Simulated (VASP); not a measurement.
# BaS (Pm-3m) in VASP: settings compared

BaS is run at these levels: r2SCAN, HSE06; tasks: single point.

Everything below comes from runs of VASP 6.6.1. Logs are shortened: lines on timing, memory, paths and dates and some standing lists are left out, and cuts for length are marked.

## Step 1: The cell of the first run

The structure is cubic, space group Pm-3m (No. 221). The conventional cell has a = 3.834 Å, b = 3.834 Å, c = 3.834 Å, α = 90.00°, β = 90.00°, γ = 90.00°. Within 4.4 Å of Ba (site symmetry m-3m) lie 8 S at 3.32 Å and 6 Ba at 3.83 Å. Within 4.4 Å of S (site symmetry m-3m) lie 8 Ba at 3.32 Å and 6 S at 3.83 Å.

## Step 2: Single point, r2SCAN

File POSCAR:

```
BaS
1.0
    3.8337582643      0.0000000000      0.0000000000
    0.0000000000      3.8337582643      0.0000000000
    0.0000000000      0.0000000000      3.8337582643
Ba S
1 1
Direct
    0.0000000000      0.0000000000      0.0000000000
    0.5000000000      0.5000000000      0.5000000000
```

File INCAR.step1:

```
SYSTEM = BaS
  PREC = Accurate
  ENCUT = 520
  ISMEAR = 0
  SIGMA = 0.01
  LREAL = .FALSE.
  LASPH = .TRUE.
  NELM = 100
  NBANDS = 15
  GGA = PE
  ALGO = Normal
  EDIFF = 1E-4
  LWAVE = .TRUE.
  LCHARG = .FALSE.
```

File INCAR.step2:

```
SYSTEM = BaS
  PREC = Accurate
  ENCUT = 520
  EDIFF = 1E-6
  ISMEAR = 0
  SIGMA = 0.01
  LREAL = .FALSE.
  LASPH = .TRUE.
  NELM = 100
  ALGO = Normal
  ISIF = 2
  LWAVE = .FALSE.
  LCHARG = .FALSE.
  METAGGA = R2SCAN
  LMIXTAU = .TRUE.
  NBANDS = 15
  ISTART = 1
```

File KPOINTS:

```
Automatic mesh
0
G
  6 6 6
  0 0 0
```

Potentials or basis: VASP PAW PBE potentials, release 64 (Ba_sv, S).

Command:

```bash
$ cat potpaw_PBE.64/Ba_sv/POTCAR potpaw_PBE.64/S/POTCAR > POTCAR
$ cp INCAR.step1 INCAR
$ mpirun -np 1 vasp_std > vasp.out
$ cp INCAR.step2 INCAR
$ mpirun -np 1 vasp_std > vasp.out
```

OUTCAR:

```text
SYSTEM = BaS
   PREC = Accurate
   ENCUT = 520
   EDIFF = 1E-6
   ISMEAR = 0
   LREAL = .FALSE.
   LASPH = .TRUE.
   NELM = 100
   ISIF = 2
   METAGGA = R2SCAN
   ISTART = 1

 ion  position               nearest neighbor table
   1  0.000  0.000  0.000-   2 3.32   2 3.32   2 3.32   2 3.32   2 3.32   2 3.32   2 3.32   2 3.32

   2  0.500  0.500  0.500-   1 3.32   1 3.32   1 3.32   1 3.32   1 3.32   1 3.32   1 3.32   1 3.32

  LATTYP: Found a simple cubic cell.
 ALAT       =     3.8337582643

  Lattice vectors:

 A1 = (   3.8337582643,   0.0000000000,   0.0000000000)
 A2 = (   0.0000000000,   3.8337582643,   0.0000000000)
 A3 = (   0.0000000000,   0.0000000000,   3.8337582643)

Analysis of symmetry for initial positions (statically):
=====================================================================
 Subroutine PRICEL returns:
 Original cell was already a primitive cell.

 Routine SETGRP: Setting up the symmetry group for a
 simple cubic supercell.

 Subroutine GETGRP returns: Found 48 space group operations
 (whereof 48 operations were pure point group operations)
 out of a pool of 48 trial point group operations.

The static configuration has the point symmetry O_h .

Analysis of symmetry for dynamics (positions and initial velocities):
=====================================================================
 Subroutine PRICEL returns:
 Original cell was already a primitive cell.

 Routine SETGRP: Setting up the symmetry group for a
 simple cubic supercell.

 Subroutine GETGRP returns: Found 48 space group operations
 (whereof 48 operations were pure point group operations)
 out of a pool of 48 trial point group operations.

The dynamic configuration has the point symmetry O_h .

 Subroutine INISYM returns: Found 48 space group operations
 (whereof 48 operations are pure point group operations),
 and found     1 'primitive' translations

----------------------------------------------------------------------------------------

                                     Primitive cell

  volume of cell :      56.3474

  direct lattice vectors                    reciprocal lattice vectors
     3.833758264  0.000000000  0.000000000     0.260840651  0.000000000  0.000000000
     0.000000000  3.833758264  0.000000000     0.000000000  0.260840651  0.000000000
     0.000000000  0.000000000  3.833758264     0.000000000  0.000000000  0.260840651

  length of vectors
     3.833758264  3.833758264  3.833758264     0.260840651  0.260840651  0.260840651

  position of ions in fractional coordinates (direct lattice)
     0.000000000  0.000000000  0.000000000
     0.500000000  0.500000000  0.500000000

  ion indices of the primitive-cell ions
   primitive index   ion index
                 1           1
                 2           2

----------------------------------------------------------------------------------------

 KPOINTS: Automatic mesh

Automatic generation of k-mesh.
 Grid dimensions read from file:
 generate k-points for:    6    6    6

 Generating k-lattice:

  Cartesian coordinates                     Fractional coordinates (reciprocal lattice)
     0.043473442  0.000000000  0.000000000     0.166666667  0.000000000  0.000000000
     0.000000000  0.043473442  0.000000000     0.000000000  0.166666667  0.000000000
     0.000000000  0.000000000  0.043473442     0.000000000  0.000000000  0.166666667

  Length of vectors
     0.043473442  0.043473442  0.043473442

  Shift w.r.t. Gamma in fractional coordinates (k-lattice)
     0.000000000  0.000000000  0.000000000

 Subroutine IBZKPT returns following result:
 ===========================================

 Found     20 irreducible k-points:

 Following reciprocal coordinates:
            Coordinates               Weight
  0.000000  0.000000  0.000000      1.000000
  0.166667  0.000000  0.000000      6.000000
  0.333333  0.000000  0.000000      6.000000
  0.500000  0.000000  0.000000      3.000000
  0.166667  0.166667  0.000000     12.000000
  0.333333  0.166667  0.000000     24.000000
[... 12 lines left out ...]
  0.500000  0.500000  0.333333      6.000000
  0.500000  0.500000  0.500000      1.000000
   k-points           NKPTS =     20   k-points in BZ     NKDIM =     20   number of bands    NBANDS=     15
   number of dos      NEDOS =    301   number of ions     NIONS =      2
   total plane-waves  NPLWV =  27000
   dimension x,y,z NGX =    30 NGY =   30 NGZ =   30
   dimension x,y,z NGXF=    60 NGYF=   60 NGZF=   60
   ions per type =               1   1
   NGX,Y,Z   is equivalent  to a cutoff of  13.01, 13.01, 13.01 a.u.
   NGXF,Y,Z  is equivalent  to a cutoff of  26.02, 26.02, 26.02 a.u.
 SYSTEM =  BaS
   PREC   = accura    normal or accurate (medium, high low for compatibility)
   ISTART =      1    job   : 0-new  1-cont  2-samecut
   ICHARG =      0    charge: 1-file 2-atom 10-const
   ISPIN  =      1    spin polarized calculation?
   LNONCOLLINEAR =      F non collinear calculations
   LSORBIT =      F    spin-orbit coupling
   LASPH  =      T    aspherical Exc in radial PAW
   ENCUT  =  520.0 eV  38.22 Ry    6.18 a.u.   7.13  7.13  7.13*2*pi/ulx,y,z
   NELM   =    100;   NELMIN=  2; NELMDL=  0     # of ELM steps
   EDIFF  = 0.1E-05   stopping-criterion for ELM
   LREAL  =      F    real-space projection
   EDIFFG = 0.1E-04   stopping-criterion for IOM
   NSW    =      0    number of steps for IOM
   IBRION =     -1    ionic relax: 0-MD 1-quasi-New 2-CG
   NFREE  =      0    steps in history (QN), initial steepest desc. (CG)
   ISIF   =      2    stress and relaxation
   ISYM   =      2    0-nonsym 1-usesym 2-fastsym
   POTIM  = 0.5000    time-step for ionic-motion
   TEBEG  =    0.0;   TEEND  =   0.0 temperature during run
   PSTRESS=    0.0 pullay stress
   NELECT =      16.0000    total number of electrons
   NUPDOWN=      -1.0000    fix difference up-down
   EMIN   =  10.00;   EMAX   =-10.00  energy-range for DOS
   EFERMI =   0.00;   METHOD = LEGACY
   ISMEAR =     0;   SIGMA  =   0.01  broadening in eV -4-tet -1-fermi 0-gaus
   EFERMI_NEDOS =   21; number of points for ismear=-14 and -15
   IALGO  =     38    algorithm
   IMIX   =      4    mixing-type and parameters
     AMIX     =   0.40;   BMIX     =  1.00
     AMIX_MAG =   1.60;   BMIX_MAG =  1.00
  volume/ion in A,a.u.               =      28.17       190.13
  Fermi-wavevector in a.u.,A,eV,Ry     =   1.076028  2.033397 15.753309  1.157836
  Thomas-Fermi vector in A             =   2.211901
   LORBIT       =      0    0 simple, 1 ext, 2 COOP (PROOUT), +10 PAW based schemes
   METAGGA = R2SCAN    functional components
   LHFCALC =     F    Hartree Fock is set to
   AEXX    =    0.0000 exact exchange contribution
   IVDW    =     0    specifies the selected vdW correction
   LEPSILON=     F    determine dielectric tensor
   LRPA    =     F    only Hartree local field effects (RPA)
 non-spin polarized calculation
 Gauss-broadening in eV      SIGMA  =   0.01
  energy-cutoff  :      520.00
  volume of cell :       56.35
 maximum number of plane-waves:      1568
 NGX is ok and might be reduce to    30
   NGX = 15   NGY = 15   NGZ = 15

 number of electron      15.9999997 magnetization

 Free energy of the ion-electron system (eV)
  ---------------------------------------------------
  ext. energy  EPLUGINS =         0.00000000
  ---------------------------------------------------
  free energy    TOTEN  =       -38.80232007 eV

  energy without entropy =      -38.80232007  energy(sigma->0) =      -38.80232007

 E-fermi :   3.0018     XC(G=0):  -9.8702

 val. band max:        2.8530685114   @ k =   0.5000   0.5000   0.0000
 cond. band min:       4.6612361555   @ k =   0.0000   0.0000   0.0000
 fundamental gap:      1.8081676441
 Fermi energy:         3.0017608682

 k-point     1 :       0.0000    0.0000    0.0000
  band No.  band energies     occupation
      1     -25.1165      2.00000
      2      -9.4935      2.00000
      3      -9.4935      2.00000
      4      -9.4935      2.00000
      5      -8.6731      2.00000
      6       2.7488      2.00000
      7       2.7488      2.00000
      8       2.7488      2.00000
      9       4.6612      0.00000
     10       4.6612      0.00000
     11       7.5431      0.00000
     12       9.9091      0.00000
     13       9.9091      0.00000
     14       9.9091      0.00000
     15      14.3548      0.00000

 k-point     2 :       0.1667    0.0000    0.0000
  band No.  band energies     occupation
      1     -25.0933      2.00000
      2     -10.0590      2.00000
      3      -9.4630      2.00000
      4      -9.4630      2.00000
      5      -8.1843      2.00000
      6       1.7767      2.00000
      7       2.5922      2.00000
      8       2.5922      2.00000
      9       4.8633      0.00000
     10       5.7067      0.00000
     11       8.4640      0.00000
     12       9.9267      0.00000
     13       9.9267      0.00000
     14      10.0750      0.00000
     15      12.7220      0.00000

 k-point     3 :       0.3333    0.0000    0.0000
  band No.  band energies     occupation
      1     -25.0464      2.00000
      2     -10.7312      2.00000
      3      -9.4008      2.00000
      4      -9.4008      2.00000
      5      -7.6219      2.00000
      6       0.4897      2.00000
      7       2.2799      2.00000
      8       2.2799      2.00000
      9       5.3691      0.00000
     10       7.9139      0.00000
     11      10.0046      0.00000
     12      10.1693      0.00000
     13      10.1693      0.00000
     14      10.4686      0.00000
     15      10.7558      0.00000
[... 271 lines left out ...]
 k-point    19 :       0.5000    0.5000    0.3333
  band No.  band energies     occupation
      1     -24.8758      2.00000
      2     -10.1668      2.00000
      3     -10.1668      2.00000
      4      -9.9192      2.00000
      5      -7.9577      2.00000
      6       0.3544      2.00000
      7       0.3544      2.00000
      8       0.5636      2.00000
      9       8.8270      0.00000
     10       9.4586      0.00000
     11       9.4586      0.00000
     12       9.9438      0.00000
     13      12.3382      0.00000
     14      12.7597      0.00000
     15      12.7597      0.00000

 k-point    20 :       0.5000    0.5000    0.5000
  band No.  band energies     occupation
      1     -24.8552      2.00000
      2     -10.1149      2.00000
      3     -10.1149      2.00000
      4     -10.1149      2.00000
      5      -7.8506      2.00000
      6       0.0459      2.00000
      7       0.0459      2.00000
      8       0.0459      2.00000
      9      10.7922      0.00000
     10      10.7922      0.00000
     11      10.7922      0.00000
     12      11.2884      0.00000
     13      11.2884      0.00000
     14      11.2884      0.00000
     15      12.3952      0.00000

------------------------ aborting loop because EDIFF is reached ----------------------------------------

  FORCE on cell =-STRESS in cart. coord.  units (eV):
  Direction    XX          YY          ZZ          XY          YZ          ZX
  --------------------------------------------------------------------------------------
  -------------------------------------------------------------------------------------
  Total        0.3415973      0.3415973      0.3415973      0.0000000      0.0000000     -0.0000000
  in kB        9.7129432      9.7129432      9.7129432      0.0000000      0.0000000     -0.0000000
  external PRESSURE =       9.7129432 kB  Pullay stress =       0.0000000 kB

 VOLUME and BASIS-vectors are now :
 -----------------------------------------------------------------------------
  energy-cutoff  :      520.00
  volume of cell :       56.35
      direct lattice vectors                 reciprocal lattice vectors
     3.833758264  0.000000000  0.000000000     0.260840651  0.000000000  0.000000000
     0.000000000  3.833758264  0.000000000     0.000000000  0.260840651  0.000000000
     0.000000000  0.000000000  3.833758264     0.000000000  0.000000000  0.260840651

 POSITION                                       TOTAL-FORCE (eV/Angst)
 -----------------------------------------------------------------------------------
      0.00000      0.00000      0.00000         0.000000      0.000000      0.000000
      1.91688      1.91688      1.91688         0.000000      0.000000      0.000000
 -----------------------------------------------------------------------------------
    total drift:                                0.000000     -0.000000     -0.000000

  FREE ENERGIE OF THE ION-ELECTRON SYSTEM (eV)
  ---------------------------------------------------
  free  energy   TOTEN  =       -38.8023200693 eV

  energy  without entropy=      -38.8023200693  energy(sigma->0) =      -38.80232007
```

It took 38 s on 1 thread of Intel Xeon 6975P-C (Granite Rapids), shared host; peak memory 0.17 GiB.

Results:

| Item | Value |
| --- | --- |
| Free energy | -38.8023 eV |
| Pressure | 1.0 GPa |
| Band gap on the k mesh | 1.81 eV (least direct gap 1.91 eV) |

Caveat: the structure was generated, so it needn't be the stable form of BaS; the PAW data sets were made with another functional, which shifts forces and pressure a little; spin-orbit coupling is left out, which moves the levels of the heavy elements. A k mesh can miss the band edges.

## Step 3: Single point, HSE06

POSCAR is that of step 2.

File INCAR.step1:

```
  ALGO = Normal
  EDIFF = 1E-5
  ENCUT = 520
  GGA = PE
  ISIF = 2
  ISMEAR = 0
  LASPH = T
  LCHARG = F
  LREAL = F
  LWAVE = T
  NBANDS = 15
  NELM = 60
  PREC = Accurate
  SIGMA = 0.01
```

File INCAR.step2:

```
  ALGO = Normal
  EDIFF = 1E-6
  ENCUT = 520
  GGA = PE
  HFSCREEN = 0.2079
  ISIF = 2
  ISMEAR = 0
  ISTART = 1
  LASPH = T
  LCHARG = F
  LHFCALC = T
  LREAL = F
  LWAVE = F
  NBANDS = 15
  NELM = 60
  PREC = Accurate
  PRECFOCK = Normal
  SIGMA = 0.01
```

File KPOINTS:

```
k-points
0
Gamma
  4 4 4
```

Potentials or basis: VASP PAW PBE potentials, release 64 (Ba_sv, S).

Command:

```bash
$ cat potpaw_PBE.64/Ba_sv/POTCAR potpaw_PBE.64/S/POTCAR > POTCAR
$ cp INCAR.step1 INCAR
$ mpirun -np 1 vasp_std > vasp.out
$ cp INCAR.step2 INCAR
$ mpirun -np 1 vasp_std > vasp.out
```

It took 3.1 min on 1 thread of Intel Xeon 6975P-C (Granite Rapids), shared host; peak memory 0.28 GiB.

Results (log left out):

```
Free energy            : -11.0975 eV
Pressure               : 0.5 GPa
Band gap on the k mesh : 2.34 eV (least direct gap 2.46 eV)
```

Levels at points of the mesh, in eV from the valence-band top:
| k point | band 5 | band 6 | band 7 | band 8 | band 9 | band 10 | band 11 | band 12 |
| --- | --- | --- | --- | --- | --- | --- | --- | --- |
| (0.00, 0.00, 0.00) | -12.22 | -0.13 | -0.13 | -0.13 | 2.34 | 2.34 | 4.87 | 7.74 |
| (0.50, 0.00, 0.00) | -10.73 | -3.16 | -0.77 | -0.77 | 3.49 | 7.29 | 7.47 | 8.27 |
| (0.50, 0.50, 0.00) | -11.75 | -1.52 | -1.52 | 0.00 | 3.14 | 4.33 | 5.35 | 5.35 |
| (0.50, 0.50, 0.50) | -11.32 | -3.02 | -3.02 | -3.02 | 8.63 | 8.63 | 8.63 | 8.86 |

Caveat: the structure was generated, so it needn't be the stable form of BaS; the PAW data sets were made with another functional, which shifts forces and pressure a little; spin-orbit coupling is left out, which moves the levels of the heavy elements. A k mesh can miss the band edges.

## Step 4: Single point, HSE06

POSCAR is that of step 3.

File INCAR.step1:

```
SYSTEM = BaS
PREC = Accurate ; ENCUT = 520
EDIFF = 1E-5 ; ISMEAR = 0
SIGMA = 0.01 ; LREAL = .FALSE.
LASPH = .TRUE. ; NELM = 60
ALGO = Normal ; ISIF = 2
LWAVE = .TRUE. ; LCHARG = .FALSE.
GGA = PE ; NBANDS = 15
```

File INCAR.step2:

```
SYSTEM = BaS
PREC = Accurate ; ENCUT = 520
EDIFF = 1E-7 ; ISMEAR = 0
SIGMA = 0.01 ; LREAL = .FALSE.
LASPH = .TRUE. ; NELM = 60
ALGO = Normal ; ISIF = 2
LWAVE = .FALSE. ; LCHARG = .FALSE.
GGA = PE ; LHFCALC = .TRUE.
HFSCREEN = 0.2079 ; PRECFOCK = Normal
ISTART = 1 ; NBANDS = 15
```

File KPOINTS:

```
Automatic mesh
0
G
  4 4 4
  0 0 0
```

Command:

```bash
$ cat potpaw_PBE.64/Ba_sv/POTCAR potpaw_PBE.64/S/POTCAR > POTCAR
$ cp INCAR.step1 INCAR
$ mpirun -np 1 vasp_std > vasp.out
$ cp INCAR.step2 INCAR
$ mpirun -np 1 vasp_std > vasp.out
```

It took 4.4 min on 1 thread of Intel Xeon 6975P-C (Granite Rapids), shared host; peak memory 0.27 GiB.

The run converged. Its results:

```
Free energy            : -11.0975 eV
Pressure               : 0.5 GPa
Band gap on the k mesh : 2.34 eV (least direct gap 2.46 eV)
```

Levels at points of the mesh, in eV from the valence-band top:
| k point | band 4 | band 5 | band 6 | band 7 | band 8 | band 9 | band 10 | band 11 | band 12 | band 13 |
| --- | --- | --- | --- | --- | --- | --- | --- | --- | --- | --- |
| (0.00, 0.00, 0.00) | -12.71 | -12.22 | -0.13 | -0.13 | -0.13 | 2.34 | 2.34 | 4.87 | 7.73 | 7.73 |
| (0.50, 0.00, 0.00) | -12.57 | -10.73 | -3.16 | -0.77 | -0.77 | 3.49 | 7.29 | 7.47 | 8.27 | 8.27 |
| (0.50, 0.50, 0.00) | -12.47 | -11.75 | -1.52 | -1.52 | 0.00 | 3.14 | 4.32 | 5.35 | 5.35 | 10.22 |
| (0.50, 0.50, 0.50) | -13.36 | -11.32 | -3.02 | -3.02 | -3.02 | 8.63 | 8.63 | 8.63 | 8.86 | 8.86 |

Caveat: the structure was generated, so it needn't be the stable form of BaS; the PAW data sets were made with another functional, which shifts forces and pressure a little; spin-orbit coupling is left out, which moves the levels of the heavy elements. A k mesh can miss the band edges.
